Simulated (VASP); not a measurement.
# MgS (I4/mmm) in VASP: notebook

Runs on MgS. Level: HSE06. Tasks: single point.

Everything below comes from runs of VASP 6.6.1. Logs are shortened: lines on timing, memory, paths and dates and some standing lists are left out, and cuts for length are marked.

## (1) The cell of the first run

Symmetry: I4/mmm, No. 139, tetragonal system. The conventional cell has a = 3.789 Å, b = 3.789 Å, c = 5.119 Å, α = 90.00°, β = 90.00°, γ = 90.00°. Within 3.4 Å of Mg (site symmetry 4/mmm) lie 6 S at 2.56 to 2.68 Å. Within 3.4 Å of S (site symmetry 4/mmm) lie 6 Mg at 2.56 to 2.68 Å.

## (2) Single point, HSE06 (epitaxial xy strain +3.0%)

Input file POSCAR:

```
MgS
1.0
    0.0000000000      2.6795634751      2.5593409339
    2.6795634751      0.0000000000      2.5593409339
    2.6795634751      2.6795634751      0.0000000000
Mg S
1 1
Direct
    0.0000000000      0.0000000000      0.0000000000
    0.5000000000      0.5000000000      0.5000000000
```

Input file INCAR.step1:

```
SYSTEM = MgS
ALGO = Normal
EDIFF = 1E-5
ENCUT = 520
GGA = PE
ISIF = 2
ISMEAR = 0
LASPH = .True.
LCHARG = .False.
LREAL = .False.
LWAVE = .True.
NBANDS = 11
NELM = 60
PREC = Accurate
SIGMA = 0.01
```

Input file INCAR.step2:

```
SYSTEM = MgS
ALGO = Normal
EDIFF = 1E-6
ENCUT = 520
GGA = PE
HFSCREEN = 0.2079
ISIF = 2
ISMEAR = 0
ISTART = 1
LASPH = .True.
LCHARG = .False.
LHFCALC = .True.
LREAL = .False.
LWAVE = .False.
NBANDS = 11
NELM = 60
PREC = Accurate
PRECFOCK = Normal
SIGMA = 0.01
```

Input file KPOINTS:

```
k-points
0
Gamma
  6 6 6
  0 0 0
```

Potentials or basis: VASP PAW PBE potentials, release 64 (Mg, S).

Command:

```
$ cat potpaw_PBE.64/Mg/POTCAR potpaw_PBE.64/S/POTCAR > POTCAR
$ cp INCAR.step1 INCAR
$ mpirun -np 1 vasp_std > vasp.out
$ cp INCAR.step2 INCAR
$ mpirun -np 1 vasp_std > vasp.out
```

OUTCAR:

```text
SYSTEM = MgS
   EDIFF = 1E-6
   ENCUT = 520
   GGA = PE
   HFSCREEN = 0.2079
   ISIF = 2
   ISMEAR = 0
   ISTART = 1
   LASPH = .True.
   LHFCALC = .True.
   LREAL = .False.
   NELM = 60
   PREC = Accurate
   PRECFOCK = Normal

 ion  position               nearest neighbor table
   1  0.000  0.000  0.000-   2 2.56   2 2.56   2 2.68   2 2.68   2 2.68   2 2.68
   2  0.500  0.500  0.500-   1 2.56   1 2.56   1 2.68   1 2.68   1 2.68   1 2.68

  LATTYP: Found a body centered tetragonal cell.
 ALAT       =     3.7894750077
 C/A-ratio  =     1.3507627989

  Lattice vectors:

 A1 = (   0.0000000000,  -2.6795634751,  -2.5593409339)
 A2 = (   0.0000000000,   2.6795634751,  -2.5593409339)
 A3 = (   2.6795634751,   0.0000000000,   2.5593409339)

Analysis of symmetry for initial positions (statically):
=====================================================================
 Subroutine PRICEL returns:
 Original cell was already a primitive cell.

 Routine SETGRP: Setting up the symmetry group for a
 body centered tetragonal supercell.

 Subroutine GETGRP returns: Found 16 space group operations
 (whereof 16 operations were pure point group operations)
 out of a pool of 16 trial point group operations.

The static configuration has the point symmetry D_4h.

Analysis of symmetry for dynamics (positions and initial velocities):
=====================================================================
 Subroutine PRICEL returns:
 Original cell was already a primitive cell.

 Routine SETGRP: Setting up the symmetry group for a
 body centered tetragonal supercell.

 Subroutine GETGRP returns: Found 16 space group operations
 (whereof 16 operations were pure point group operations)
 out of a pool of 16 trial point group operations.

The dynamic configuration has the point symmetry D_4h.

 Subroutine INISYM returns: Found 16 space group operations
 (whereof 16 operations are pure point group operations),
 and found     1 'primitive' translations

----------------------------------------------------------------------------------------

                                     Primitive cell

  volume of cell :      36.7524

  direct lattice vectors                    reciprocal lattice vectors
     0.000000000  2.679563475  2.559340934    -0.186597558  0.186597558  0.195362796
     2.679563475  0.000000000  2.559340934     0.186597558 -0.186597558  0.195362796
[... 94 lines left out ...]
   TEBEG  =    0.0;   TEEND  =   0.0 temperature during run
   PSTRESS=    0.0 pullay stress
   NELECT =       8.0000    total number of electrons
   NUPDOWN=      -1.0000    fix difference up-down
   EMIN   =  10.00;   EMAX   =-10.00  energy-range for DOS
   EFERMI =   0.00;   METHOD = LEGACY
   ISMEAR =     0;   SIGMA  =   0.01  broadening in eV -4-tet -1-fermi 0-gaus
   EFERMI_NEDOS =   21; number of points for ismear=-14 and -15
   IALGO  =     38    algorithm
   IMIX   =      1    mixing-type and parameters
     AMIX     =   0.40;   BMIX     =  1.00
     AMIX_MAG =   1.60;   BMIX_MAG =  1.00
  volume/ion in A,a.u.               =      18.38       124.01
  Fermi-wavevector in a.u.,A,eV,Ry     =   0.984788  1.860979 13.195031  0.969807
  Thomas-Fermi vector in A             =   2.116047
   LORBIT       =      0    0 simple, 1 ext, 2 COOP (PROOUT), +10 PAW based schemes
   GGA     = PE    functional components
   LHFCALC =     T    Hartree Fock is set to
   PRECFOCK=normal    Normal, Fast or Accurate (Low or Medium for compatibility)
   ENCUT4O =  -1.0   cutoff for four orbital integrals eV
   NKREDX  =     1    reduce k-point grid by
   NKREDY  =     1    reduce k-point grid by
   NKREDZ  =     1    reduce k-point grid by
   AEXX    =    0.2500 exact exchange contribution
   HFSCREEN=    0.2079 screening length (either q_TF or 0.3 A-1)
   HFSCREENC=   0.2079 screening length for correlation (either q_TF or 0.3 A-1)
   ENCUTFOCK=  -1.0 apply spherical cutoff to Coloumb kernel
   IVDW    =     0    specifies the selected vdW correction
   LEPSILON=     F    determine dielectric tensor
   LRPA    =     F    only Hartree local field effects (RPA)
 non-spin polarized calculation
 Gauss-broadening in eV      SIGMA  =   0.01
  energy-cutoff  :      520.00
  volume of cell :       36.75
 maximum number of plane-waves:      1002
  NGX = 24; NGY = 24; NGZ = 24

 number of electron       8.0000001 magnetization

 Free energy of the ion-electron system (eV)
  ---------------------------------------------------
  ext. energy  EPLUGINS =         0.00000000
  ---------------------------------------------------
  free energy    TOTEN  =        -9.85187956 eV

  energy without entropy =       -9.85187956  energy(sigma->0) =       -9.85187956

 E-fermi :   2.8396     XC(G=0):  -7.9113

 val. band max:        2.7688076510   @ k =   0.0000   0.0000   0.0000
 cond. band min:       6.2132081888   @ k =   0.5000   0.5000   0.0000
 fundamental gap:      3.4444005378
 Fermi energy:         2.8396310756

 k-point     1 :       0.0000    0.0000    0.0000
  band No.  band energies     occupation
      1     -11.0224      2.00000
      2       2.5286      2.00000
      3       2.7688      2.00000
      4       2.7688      2.00000
      5       7.1358      0.00000
      6      11.6685      0.00000
      7      11.6685      0.00000
      8      12.1408      0.00000
      9      13.9864      0.00000
     10      14.6267      0.00000
     11      16.3256      0.00000
[... 309 lines left out ...]
 k-point    24 :       0.5000    0.0000    0.3333
  band No.  band energies     occupation
      1      -9.4794      2.00000
      2      -1.3572      2.00000
      3       0.2938      2.00000
      4       1.2838      2.00000
      5       7.3887      0.00000
      6       9.4706      0.00000
      7      13.6164      0.00000
      8      14.2633      0.00000
      9      16.6487      0.00000
     10      18.7137      0.00000
     11      19.9526      0.00000

 [... further k-points ...]
[... 5 lines left out ...]
  --------------------------------------------------------------------------------------
  -------------------------------------------------------------------------------------
  Total       -1.0929522     -1.0929522     -0.1923190      0.0000000     -0.0000000      0.0000000
  in kB      -47.6458970    -47.6458970     -8.3839091      0.0000000     -0.0000000      0.0000000
  external PRESSURE =     -34.5585677 kB  Pullay stress =       0.0000000 kB

 VOLUME and BASIS-vectors are now :
 -----------------------------------------------------------------------------
  energy-cutoff  :      520.00
  volume of cell :       36.75
      direct lattice vectors                 reciprocal lattice vectors
     0.000000000  2.679563475  2.559340934    -0.186597558  0.186597558  0.195362796
     2.679563475  0.000000000  2.559340934     0.186597558 -0.186597558  0.195362796
     2.679563475  2.679563475  0.000000000     0.186597558  0.186597558 -0.195362796

 POSITION                                       TOTAL-FORCE (eV/Angst)
 -----------------------------------------------------------------------------------
      0.00000      0.00000      0.00000         0.000000      0.000000     -0.000000
      2.67956      2.67956      2.55934         0.000000      0.000000      0.000000
 -----------------------------------------------------------------------------------
    total drift:                               -0.000000     -0.000000      0.000000

  FREE ENERGIE OF THE ION-ELECTRON SYSTEM (eV)
  ---------------------------------------------------
  free  energy   TOTEN  =        -9.8518795577 eV

  energy  without entropy=       -9.8518795577  energy(sigma->0) =       -9.85187956
```

OSZICAR.step1:

```text
N       E                     dE             d eps       ncg     rms          rms(c)
DAV:   1     0.194618935055E+02    0.19462E+02   -0.36746E+03   716   0.593E+02
DAV:   2    -0.769724052576E+01   -0.27159E+02   -0.25895E+02   862   0.986E+01
DAV:   3    -0.889999854037E+01   -0.12028E+01   -0.12001E+01   817   0.214E+01
DAV:   4    -0.890740683718E+01   -0.74083E-02   -0.74076E-02   818   0.198E+00
DAV:   5    -0.890746964456E+01   -0.62807E-04   -0.62807E-04   811   0.181E-01    0.425E+00
DAV:   6    -0.852090313006E+01    0.38657E+00   -0.85947E-01   741   0.359E+00    0.330E+00
DAV:   7    -0.847948556647E+01    0.41418E-01   -0.22123E-01   792   0.201E+00    0.223E+00
DAV:   8    -0.847929127939E+01    0.19429E-03   -0.16318E-02   708   0.776E-01    0.102E+00
DAV:   9    -0.847893122577E+01    0.36005E-03   -0.95136E-04   786   0.176E-01    0.363E-01
DAV:  10    -0.847894797277E+01   -0.16747E-04   -0.26474E-04   741   0.747E-02    0.430E-02
DAV:  11    -0.847894475419E+01    0.32186E-05   -0.20701E-05   731   0.200E-02
   1 F= -.84789448E+01 E0= -.84789448E+01  d E =-.986494E-66
```

It took 20 min on 1 thread of Intel Xeon Platinum 8259CL at 2.50GHz (Skylake/Cascade Lake), shared host; peak memory 0.28 GiB.

What came out:

* Free energy: -9.8519 eV
* Pressure: -3.5 GPa
* Band gap on the k mesh: 3.44 eV (least direct gap 4.37 eV)

Stress tensor (GPa, compression positive):
```
-4.76  0.00  0.00
 0.00 -4.76  0.00
 0.00  0.00 -0.84
```

Caveat: the cell differs from its parent crystal (epitaxial xy strain +3.0%); the cell stands under tension; the PAW data sets were made with another functional, which shifts forces and pressure a little. A k mesh can miss the band edges.

## (3) Single point, HSE06 (epitaxial xy strain +5.0%)

Input file POSCAR:

```
MgS
1.0
    0.0000000000      2.7315938339      2.5332669929
    2.7315938339      0.0000000000      2.5332669929
    2.7315938339      2.7315938339      0.0000000000
Mg S
1 1
Direct
    0.0000000000      0.0000000000      0.0000000000
    0.5000000000      0.5000000000      0.5000000000
```

Input file INCAR.step1:

```
PREC     = Accurate       # precision mode
ENCUT    = 520            # plane-wave cutoff, eV
EDIFF    = 1E-5           # SCF threshold, eV
ISMEAR   = 0              # smearing method
SIGMA    = 0.01           # smearing width, eV
LREAL    = F              # projectors in reciprocal space
LASPH    = T              # aspherical terms in the spheres
NELM     = 100            # most SCF steps
ALGO     = Normal         # electronic algorithm
ISIF     = 2              # what is computed and relaxed
LWAVE    = T              # write WAVECAR
LCHARG   = F              # write CHGCAR
GGA      = PE             # functional
NBANDS   = 11             # bands
```

Input file INCAR.step2:

```
PREC     = Accurate       # precision mode
ENCUT    = 520            # plane-wave cutoff, eV
EDIFF    = 1E-7           # SCF threshold, eV
ISMEAR   = 0              # smearing method
SIGMA    = 0.01           # smearing width, eV
LREAL    = F              # projectors in reciprocal space
LASPH    = T              # aspherical terms in the spheres
NELM     = 100            # most SCF steps
ALGO     = Normal         # electronic algorithm
ISIF     = 2              # what is computed and relaxed
LWAVE    = F              # write WAVECAR
LCHARG   = F              # write CHGCAR
GGA      = PE             # functional
LHFCALC  = T              # exact exchange
HFSCREEN = 0.2079         # screening, 1/A
PRECFOCK = Normal       
ISTART   = 1            
NBANDS   = 11             # bands
```

Input file KPOINTS:

```
Automatic mesh
0
Gamma
  6 6 6
```

Potentials or basis: VASP PAW PBE potentials, release 64 (Mg, S).

Command:

```
$ cat potpaw_PBE.64/Mg/POTCAR potpaw_PBE.64/S/POTCAR > POTCAR
$ cp INCAR.step1 INCAR
$ mpirun -np 1 vasp_std > vasp.out
$ cp INCAR.step2 INCAR
$ mpirun -np 1 vasp_std > vasp.out
```

OUTCAR:

```text
PREC = Accurate
   ENCUT = 520
   EDIFF = 1E-7
   ISMEAR = 0
   LREAL = F
   LASPH = T
   NELM = 100
   ISIF = 2
   GGA = PE
   LHFCALC = T
   HFSCREEN = 0.2079
   PRECFOCK = Normal
   ISTART = 1

 ion  position               nearest neighbor table
   1  0.000  0.000  0.000-   2 2.53   2 2.53   2 2.73   2 2.73   2 2.73   2 2.73
   2  0.500  0.500  0.500-   1 2.53   1 2.53   1 2.73   1 2.73   1 2.73   1 2.73

  LATTYP: Found a body centered tetragonal cell.
 ALAT       =     3.8630570468
 C/A-ratio  =     1.3115348607

  Lattice vectors:

 A1 = (   0.0000000000,  -2.7315938339,  -2.5332669929)
 A2 = (   0.0000000000,   2.7315938339,  -2.5332669929)
 A3 = (   2.7315938339,   0.0000000000,   2.5332669929)

Analysis of symmetry for initial positions (statically):
=====================================================================
 Subroutine PRICEL returns:
 Original cell was already a primitive cell.

 Routine SETGRP: Setting up the symmetry group for a
 body centered tetragonal supercell.

 Subroutine GETGRP returns: Found 16 space group operations
 (whereof 16 operations were pure point group operations)
 out of a pool of 16 trial point group operations.

The static configuration has the point symmetry D_4h.

Analysis of symmetry for dynamics (positions and initial velocities):
=====================================================================
 Subroutine PRICEL returns:
 Original cell was already a primitive cell.

 Routine SETGRP: Setting up the symmetry group for a
 body centered tetragonal supercell.

 Subroutine GETGRP returns: Found 16 space group operations
 (whereof 16 operations were pure point group operations)
 out of a pool of 16 trial point group operations.

The dynamic configuration has the point symmetry D_4h.
[... 124 lines left out ...]
   GGA     = PE    functional components
   LHFCALC =     T    Hartree Fock is set to
   PRECFOCK=normal    Normal, Fast or Accurate (Low or Medium for compatibility)
   ENCUT4O =  -1.0   cutoff for four orbital integrals eV
   NKREDX  =     1    reduce k-point grid by
   NKREDY  =     1    reduce k-point grid by
   NKREDZ  =     1    reduce k-point grid by
   AEXX    =    0.2500 exact exchange contribution
   HFSCREEN=    0.2079 screening length (either q_TF or 0.3 A-1)
   HFSCREENC=   0.2079 screening length for correlation (either q_TF or 0.3 A-1)
   ENCUTFOCK=  -1.0 apply spherical cutoff to Coloumb kernel
   IVDW    =     0    specifies the selected vdW correction
   LEPSILON=     F    determine dielectric tensor
   LRPA    =     F    only Hartree local field effects (RPA)
 non-spin polarized calculation
 Gauss-broadening in eV      SIGMA  =   0.01
  energy-cutoff  :      520.00
  volume of cell :       37.80
 maximum number of plane-waves:      1042
  NGX = 24; NGY = 24; NGZ = 24

 number of electron       8.0000001 magnetization

 Free energy of the ion-electron system (eV)
  ---------------------------------------------------
  ext. energy  EPLUGINS =         0.00000000
  ---------------------------------------------------
  free energy    TOTEN  =        -9.80281445 eV

  energy without entropy =       -9.80281445  energy(sigma->0) =       -9.80281445

 E-fermi :   2.6960     XC(G=0):  -7.8177

 val. band max:        2.5786880244   @ k =   0.0000   0.0000   0.0000
 cond. band min:       5.8699953707   @ k =   0.5000   0.5000   0.0000
 fundamental gap:      3.2913073463
 Fermi energy:         2.6959700389

 k-point     1 :       0.0000    0.0000    0.0000
  band No.  band energies     occupation
      1     -11.1095      2.00000
      2       2.1734      2.00000
      3       2.5787      2.00000
      4       2.5787      2.00000
      5       6.6805      0.00000
      6      11.3644      0.00000
      7      11.3644      0.00000
      8      12.1222      0.00000
      9      13.5011      0.00000
     10      14.4973      0.00000
     11      15.8100      0.00000
[... 309 lines left out ...]
 k-point    24 :       0.5000   -0.0000    0.3333
  band No.  band energies     occupation
      1      -9.6771      2.00000
      2      -1.4550      2.00000
      3       0.1010      2.00000
      4       1.1843      2.00000
      5       7.1550      0.00000
      6       9.3038      0.00000
      7      13.0588      0.00000
      8      13.9129      0.00000
      9      16.2034      0.00000
     10      18.1762      0.00000
     11      19.4104      0.00000

 [... further k-points ...]
[... 5 lines left out ...]
  --------------------------------------------------------------------------------------
  -------------------------------------------------------------------------------------
  Total       -1.5585073     -1.5585073     -0.2057048      0.0000000      0.0000000      0.0000000
  in kB      -66.0505162    -66.0505162     -8.7178978      0.0000000      0.0000000      0.0000000
  external PRESSURE =     -46.9396434 kB  Pullay stress =       0.0000000 kB

 VOLUME and BASIS-vectors are now :
 -----------------------------------------------------------------------------
  energy-cutoff  :      520.00
  volume of cell :       37.80
      direct lattice vectors                 reciprocal lattice vectors
     0.000000000  2.731593834  2.533266993    -0.183043318  0.183043318  0.197373590
     2.731593834  0.000000000  2.533266993     0.183043318 -0.183043318  0.197373590
     2.731593834  2.731593834  0.000000000     0.183043318  0.183043318 -0.197373590

 POSITION                                       TOTAL-FORCE (eV/Angst)
 -----------------------------------------------------------------------------------
      0.00000      0.00000      0.00000         0.000000     -0.000000      0.000000
      2.73159      2.73159      2.53327        -0.000000      0.000000     -0.000000
 -----------------------------------------------------------------------------------
    total drift:                                0.000184      0.000195     -0.000043

  FREE ENERGIE OF THE ION-ELECTRON SYSTEM (eV)
  ---------------------------------------------------
  free  energy   TOTEN  =        -9.8028144527 eV

  energy  without entropy=       -9.8028144527  energy(sigma->0) =       -9.80281445
```

OSZICAR.step1:

```text
N       E                     dE             d eps       ncg     rms          rms(c)
DAV:   1     0.220003452556E+02    0.22000E+02   -0.35619E+03   684   0.587E+02
DAV:   2    -0.749377415559E+01   -0.29494E+02   -0.27549E+02   849   0.100E+02
DAV:   3    -0.887706475150E+01   -0.13833E+01   -0.13813E+01   808   0.229E+01
DAV:   4    -0.888624807450E+01   -0.91833E-02   -0.91824E-02   811   0.224E+00
DAV:   5    -0.888633391281E+01   -0.85838E-04   -0.85838E-04   799   0.214E-01    0.417E+00
DAV:   6    -0.848254284630E+01    0.40379E+00   -0.91504E-01   744   0.365E+00    0.321E+00
DAV:   7    -0.844008793893E+01    0.42455E-01   -0.22732E-01   783   0.201E+00    0.221E+00
DAV:   8    -0.843970344612E+01    0.38449E-03   -0.18089E-02   720   0.810E-01    0.108E+00
DAV:   9    -0.843923520743E+01    0.46824E-03   -0.12451E-03   750   0.196E-01    0.371E-01
DAV:  10    -0.843925022974E+01   -0.15022E-04   -0.29854E-04   771   0.795E-02    0.395E-02
DAV:  11    -0.843924759598E+01    0.26338E-05   -0.19987E-05   719   0.199E-02
   1 F= -.84392476E+01 E0= -.84392476E+01  d E =-.104413E-17
```

Run time: 24 min. Hardware: 1 thread of Intel Xeon Platinum 8259CL at 2.50GHz (Skylake/Cascade Lake), shared host; peak memory 0.28 GiB.

Results:

```yaml
Free_energy: -9.8028 eV
Pressure: -4.7 GPa
Band_gap_on_the_k_mesh: 3.29 eV (least direct gap 4.10 eV)
```

Levels at points of the mesh, in eV from the valence-band top:
```csv
k point,band 2,band 3,band 4,band 5,band 6,band 7
"(0.00, 0.00, 0.00)",-0.41,0.00,0.00,4.10,8.79,8.79
"(0.50, 0.00, 0.00)",-5.01,-0.79,-0.62,5.25,7.43,8.37
"(0.50, 0.50, 0.00)",-4.28,-2.02,-2.02,3.29,5.23,13.18
"(0.50, 0.00, 0.50)",-4.35,-2.03,-1.35,3.62,5.54,12.39
```

Caveat: the cell differs from its parent crystal (epitaxial xy strain +5.0%); the stress differs along the axes, from -7 to -1 GPa; the PAW data sets were made with another functional, which shifts forces and pressure a little.
